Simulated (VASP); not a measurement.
# ZrS (Fm-3m) in VASP: single point with r2SCAN

Aim: the single point of ZrS with r2SCAN.

Everything below comes from runs of VASP 6.6.1. Logs are shortened: lines on timing, memory, paths and dates and some standing lists are left out, and cuts for length are marked.

### 1 The cell of the first run

It takes space group Fm-3m (No. 225, cubic). The conventional cell has a = 5.250 Å, b = 5.250 Å, c = 5.250 Å, α = 90.00°, β = 90.00°, γ = 90.00°. Zr (site symmetry m-3m) has 6 S at 2.62 Å within 3.5 Å. Within 3.5 Å of S (site symmetry m-3m) lie 6 Zr at 2.62 Å.

### 2 Single point, r2SCAN

POSCAR reads:

```
ZrS
1.0
    0.0000000000      2.6250000000      2.6250000000
    2.6250000000      0.0000000000      2.6250000000
    2.6250000000      2.6250000000      0.0000000000
Zr S
1 1
Direct
    0.0000000000      0.0000000000      0.0000000000
    0.5000000000      0.5000000000      0.5000000000
```

INCAR.step1 reads:

```
ALGO = Normal
EDIFF = 1E-4
ENCUT = 520
GGA = PE
ISMEAR = 1
LASPH = True
LCHARG = False
LREAL = False
LWAVE = True
NBANDS = 16
NELM = 80
PREC = Accurate
SIGMA = 0.1
```

INCAR.step2 reads:

```
ALGO = Normal
EDIFF = 1E-6
ENCUT = 520
ISIF = 2
ISMEAR = 1
ISTART = 1
LASPH = True
LCHARG = False
LMIXTAU = True
LREAL = False
LWAVE = False
METAGGA = R2SCAN
NBANDS = 16
NELM = 80
PREC = Accurate
SIGMA = 0.1
```

KPOINTS reads:

```
k-points
0
Gamma
  6 6 6
```

Potentials or basis: VASP PAW PBE potentials, release 64 (Zr_sv, S).

Started as:

```sh
cat potpaw_PBE.64/Zr_sv/POTCAR potpaw_PBE.64/S/POTCAR > POTCAR
cp INCAR.step1 INCAR
mpirun -np 1 vasp_std > vasp.out
cp INCAR.step2 INCAR
mpirun -np 1 vasp_std > vasp.out
```

OUTCAR:

```text
EDIFF = 1E-6
   ENCUT = 520
   ISIF = 2
   ISMEAR = 1
   ISTART = 1
   LASPH = True
   LREAL = False
   METAGGA = R2SCAN
   NELM = 80
   PREC = Accurate

 ion  position               nearest neighbor table
   1  0.000  0.000  0.000-   2 2.62   2 2.62   2 2.62   2 2.62   2 2.62   2 2.62
   2  0.500  0.500  0.500-   1 2.62   1 2.62   1 2.62   1 2.62   1 2.62   1 2.62

  LATTYP: Found a face centered cubic cell.
 ALAT       =     5.2500000000

  Lattice vectors:

 A1 = (   0.0000000000,   2.6250000000,   2.6250000000)
 A2 = (   2.6250000000,   0.0000000000,   2.6250000000)
 A3 = (   2.6250000000,   2.6250000000,   0.0000000000)

Analysis of symmetry for initial positions (statically):
=====================================================================
 Subroutine PRICEL returns:
 Original cell was already a primitive cell.

 Routine SETGRP: Setting up the symmetry group for a
 face centered cubic supercell.

 Subroutine GETGRP returns: Found 48 space group operations
 (whereof 48 operations were pure point group operations)
 out of a pool of 48 trial point group operations.

The static configuration has the point symmetry O_h .

Analysis of symmetry for dynamics (positions and initial velocities):
=====================================================================
 Subroutine PRICEL returns:
 Original cell was already a primitive cell.

 Routine SETGRP: Setting up the symmetry group for a
 face centered cubic supercell.

 Subroutine GETGRP returns: Found 48 space group operations
 (whereof 48 operations were pure point group operations)
 out of a pool of 48 trial point group operations.

The dynamic configuration has the point symmetry O_h .

 Subroutine INISYM returns: Found 48 space group operations
 (whereof 48 operations are pure point group operations),
 and found     1 'primitive' translations

----------------------------------------------------------------------------------------

                                     Primitive cell

  volume of cell :      36.1758

  direct lattice vectors                    reciprocal lattice vectors
     0.000000000  2.625000000  2.625000000    -0.190476190  0.190476190  0.190476190
     2.625000000  0.000000000  2.625000000     0.190476190 -0.190476190  0.190476190
     2.625000000  2.625000000  0.000000000     0.190476190  0.190476190 -0.190476190

  length of vectors
     3.712310601  3.712310601  3.712310601     0.329914440  0.329914440  0.329914440

  position of ions in fractional coordinates (direct lattice)
     0.000000000  0.000000000  0.000000000
     0.500000000  0.500000000  0.500000000

  ion indices of the primitive-cell ions
   primitive index   ion index
                 1           1
                 2           2

----------------------------------------------------------------------------------------

 KPOINTS: k-points

Automatic generation of k-mesh.
 Grid dimensions read from file:
 generate k-points for:    6    6    6

 Generating k-lattice:

  Cartesian coordinates                     Fractional coordinates (reciprocal lattice)
    -0.031746032  0.031746032  0.031746032     0.166666667  0.000000000  0.000000000
     0.031746032 -0.031746032  0.031746032     0.000000000  0.166666667  0.000000000
     0.031746032  0.031746032 -0.031746032     0.000000000  0.000000000  0.166666667

  Length of vectors
     0.054985740  0.054985740  0.054985740

  Shift w.r.t. Gamma in fractional coordinates (k-lattice)
     0.000000000  0.000000000  0.000000000

 Subroutine IBZKPT returns following result:
 ===========================================

 Found     16 irreducible k-points:

 Following reciprocal coordinates:
            Coordinates               Weight
  0.000000  0.000000  0.000000      1.000000
  0.166667  0.000000  0.000000      8.000000
  0.333333  0.000000  0.000000      8.000000
  0.500000  0.000000  0.000000      4.000000
  0.166667  0.166667  0.000000      6.000000
  0.333333  0.166667  0.000000     24.000000
[... 8 lines left out ...]
 -0.333333  0.333333  0.166667     24.000000
 -0.333333  0.500000  0.166667     12.000000
   k-points           NKPTS =     16   k-points in BZ     NKDIM =     16   number of bands    NBANDS=     16
   number of dos      NEDOS =    301   number of ions     NIONS =      2
   total plane-waves  NPLWV =  21952
   dimension x,y,z NGX =    28 NGY =   28 NGZ =   28
   dimension x,y,z NGXF=    56 NGYF=   56 NGZF=   56
   ions per type =               1   1
   NGX,Y,Z   is equivalent  to a cutoff of  12.54, 12.54, 12.54 a.u.
   NGXF,Y,Z  is equivalent  to a cutoff of  25.08, 25.08, 25.08 a.u.
 SYSTEM =  unknown system
   PREC   = accura    normal or accurate (medium, high low for compatibility)
   ISTART =      1    job   : 0-new  1-cont  2-samecut
   ICHARG =      0    charge: 1-file 2-atom 10-const
   ISPIN  =      1    spin polarized calculation?
   LNONCOLLINEAR =      F non collinear calculations
   LSORBIT =      F    spin-orbit coupling
   LASPH  =      T    aspherical Exc in radial PAW
   ENCUT  =  520.0 eV  38.22 Ry    6.18 a.u.   6.90  6.90  6.90*2*pi/ulx,y,z
   NELM   =     80;   NELMIN=  2; NELMDL=  0     # of ELM steps
   EDIFF  = 0.1E-05   stopping-criterion for ELM
   LREAL  =      F    real-space projection
   EDIFFG = 0.1E-04   stopping-criterion for IOM
   NSW    =      0    number of steps for IOM
   IBRION =     -1    ionic relax: 0-MD 1-quasi-New 2-CG
   NFREE  =      0    steps in history (QN), initial steepest desc. (CG)
   ISIF   =      2    stress and relaxation
   ISYM   =      2    0-nonsym 1-usesym 2-fastsym
   POTIM  = 0.5000    time-step for ionic-motion
   TEBEG  =    0.0;   TEEND  =   0.0 temperature during run
   PSTRESS=    0.0 pullay stress
   NELECT =      18.0000    total number of electrons
   NUPDOWN=      -1.0000    fix difference up-down
   EMIN   =  10.00;   EMAX   =-10.00  energy-range for DOS
   EFERMI =   0.00;   METHOD = LEGACY
   ISMEAR =     1;   SIGMA  =   0.10  broadening in eV -4-tet -1-fermi 0-gaus
   EFERMI_NEDOS =   21; number of points for ismear=-14 and -15
   IALGO  =     38    algorithm
   IMIX   =      4    mixing-type and parameters
     AMIX     =   0.40;   BMIX     =  1.00
     AMIX_MAG =   1.60;   BMIX_MAG =  1.00
  volume/ion in A,a.u.               =      18.09       122.06
  Fermi-wavevector in a.u.,A,eV,Ry     =   1.297258  2.451462 22.896950  1.682878
  Thomas-Fermi vector in A             =   2.428662
   LORBIT       =      0    0 simple, 1 ext, 2 COOP (PROOUT), +10 PAW based schemes
   METAGGA = R2SCAN    functional components
   LHFCALC =     F    Hartree Fock is set to
   AEXX    =    0.0000 exact exchange contribution
   IVDW    =     0    specifies the selected vdW correction
   LEPSILON=     F    determine dielectric tensor
   LRPA    =     F    only Hartree local field effects (RPA)
 non-spin polarized calculation
 Methfessel and Paxton  Order N= 1 SIGMA  =   0.10
  energy-cutoff  :      520.00
  volume of cell :       36.18
 maximum number of plane-waves:       983
   NGX = 13   NGY = 13   NGZ = 13

 number of electron      18.0000000 magnetization

 Free energy of the ion-electron system (eV)
  ---------------------------------------------------
  ext. energy  EPLUGINS =         0.00000000
  ---------------------------------------------------
  free energy    TOTEN  =       -33.83500154 eV

  energy without entropy =      -33.83096418  energy(sigma->0) =      -33.83365575

 E-fermi :  11.0342     XC(G=0): -11.9653

 val. band max:       11.0324360492   @ k =   0.3333   0.0000   0.0000
 cond. band min:      11.0359547564   @ k =  -0.3333   0.3333   0.1667
 fundamental gap:      0.0035187071
 Fermi energy:        11.0341667559

 k-point     1 :       0.0000    0.0000    0.0000
  band No.  band energies     occupation
      1     -40.9620      2.00000
      2     -18.2407      2.00000
      3     -18.2407      2.00000
      4     -18.2407      2.00000
      5      -5.8541      2.00000
      6       6.9568      2.00000
[... 8 lines left out ...]
     15      18.6237      0.00000
     16      23.4200      0.00000

 k-point     2 :       0.1667    0.0000    0.0000
  band No.  band energies     occupation
      1     -40.9552      2.00000
      2     -18.3332      2.00000
      3     -18.2483      2.00000
      4     -18.2482      2.00000
      5      -5.5103      2.00000
      6       5.4106      2.00000
[... 8 lines left out ...]
     15      19.4173      0.00000
     16      22.1180      0.00000

 k-point     3 :       0.3333    0.0000    0.0000
  band No.  band energies     occupation
      1     -40.9415      2.00000
      2     -18.5116      2.00000
      3     -18.2634      2.00000
      4     -18.2634      2.00000
      5      -4.7351      2.00000
      6       3.3426      2.00000
[... 8 lines left out ...]
     15      19.1328      0.00000
     16      19.1328      0.00000

 k-point     4 :       0.5000    0.0000    0.0000
  band No.  band energies     occupation
      1     -40.9347      2.00000
      2     -18.5977      2.00000
      3     -18.2709      2.00000
      4     -18.2709      2.00000
      5      -4.2760      2.00000
      6       2.4380      2.00000
[... 8 lines left out ...]
     15      16.9570      0.00000
     16      16.9570      0.00000
[... 172 lines left out ...]
 k-point    14 :       0.5000    0.3333    0.1667
  band No.  band energies     occupation
      1     -40.9327      2.00000
      2     -18.4872      2.00000
      3     -18.3611      2.00000
      4     -18.3023      2.00000
      5      -4.7056      2.00000
      6       3.5026      2.00000
[... 8 lines left out ...]
     15      17.5036      0.00000
     16      19.1116      0.00000

 k-point    15 :      -0.3333    0.3333    0.1667
  band No.  band energies     occupation
      1     -40.9282      2.00000
      2     -18.4955      2.00000
      3     -18.3932      2.00000
      4     -18.3229      2.00000
      5      -4.5839      2.00000
      6       3.6037      2.00000
[... 8 lines left out ...]
     15      18.8696      0.00000
     16      19.4755      0.00000

 k-point    16 :      -0.3333    0.5000    0.1667
  band No.  band energies     occupation
      1     -40.9261      2.00000
      2     -18.4743      2.00000
      3     -18.3919      2.00000
      4     -18.3640      2.00000
      5      -4.7637      2.00000
      6       4.3154      2.00000
[... 8 lines left out ...]
     15      18.9926      0.00000
     16      20.3310      0.00000

------------------------ aborting loop because EDIFF is reached ----------------------------------------

  FORCE on cell =-STRESS in cart. coord.  units (eV):
  Direction    XX          YY          ZZ          XY          YZ          ZX
  --------------------------------------------------------------------------------------
  -------------------------------------------------------------------------------------
  Total       -0.3720242     -0.3720242     -0.3720242      0.0000000     -0.0000000      0.0000000
  in kB      -16.4764562    -16.4764562    -16.4764562      0.0000000     -0.0000000      0.0000000
  external PRESSURE =     -16.4764562 kB  Pullay stress =       0.0000000 kB

 VOLUME and BASIS-vectors are now :
 -----------------------------------------------------------------------------
  energy-cutoff  :      520.00
  volume of cell :       36.18
      direct lattice vectors                 reciprocal lattice vectors
     0.000000000  2.625000000  2.625000000    -0.190476190  0.190476190  0.190476190
     2.625000000  0.000000000  2.625000000     0.190476190 -0.190476190  0.190476190
     2.625000000  2.625000000  0.000000000     0.190476190  0.190476190 -0.190476190

 POSITION                                       TOTAL-FORCE (eV/Angst)
 -----------------------------------------------------------------------------------
      0.00000      0.00000      0.00000         0.000000      0.000000     -0.000000
      2.62500      2.62500      2.62500        -0.000000      0.000000      0.000000
 -----------------------------------------------------------------------------------
    total drift:                                0.000000      0.000000      0.000000

  FREE ENERGIE OF THE ION-ELECTRON SYSTEM (eV)
  ---------------------------------------------------
  free  energy   TOTEN  =       -33.8350015353 eV

  energy  without entropy=      -33.8309641782  energy(sigma->0) =      -33.83365575
```

Run time: 35 s. Hardware: 1 thread of Intel Xeon Platinum 8488C (Sapphire Rapids), shared host; peak memory 0.16 GiB.

Results:

```
Free energy            : -33.8350 eV
Pressure               : -1.6 GPa
Band gap on the k mesh : zero (band 9 reaches 12.41 eV, above the bottom of band 10 at 9.51 eV)
```

Caveat: the PAW data sets were made with another functional, which shifts forces and pressure a little.
